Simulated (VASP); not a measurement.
Here is a VASP 6.6.1 calculation.

Contents of INCAR:

```
PREC = Accurate ; ENCUT = 520
EDIFF = 1E-6 ; ISMEAR = 0
SIGMA = 0.05 ; LREAL = False
LASPH = True ; NELM = 60
ALGO = Normal ; ISIF = 2
LWAVE = False ; LCHARG = False
GGA = PE ; NBANDS = 16
```

KPOINTS

```
regular mesh
0
Gamma
  10 10 10
```

File POSCAR:

```
ZnSe
1.0
    0.0000000000      2.9158858681      2.9158858681
    2.9158858681      0.0000000000      2.9158858681
    2.9158858681      2.9158858681      0.0000000000
Zn Se
1 1
Direct
    0.0000000000      0.0000000000      0.0000000000
    0.7500000000      0.7500000000      0.7500000000
```

Potentials or basis: VASP PAW PBE potentials, release 64 (Zn, Se).

Run with:

```sh
$ cat potpaw_PBE.64/Zn/POTCAR potpaw_PBE.64/Se/POTCAR > POTCAR
$ mpirun -np 1 vasp_std > vasp.out
```

**Question.** Predict the band gap on the k mesh.

**Answer.** 0.96 eV, direct.

**Question.** What does it give for the pressure?

**Answer.** -2.4 GPa.
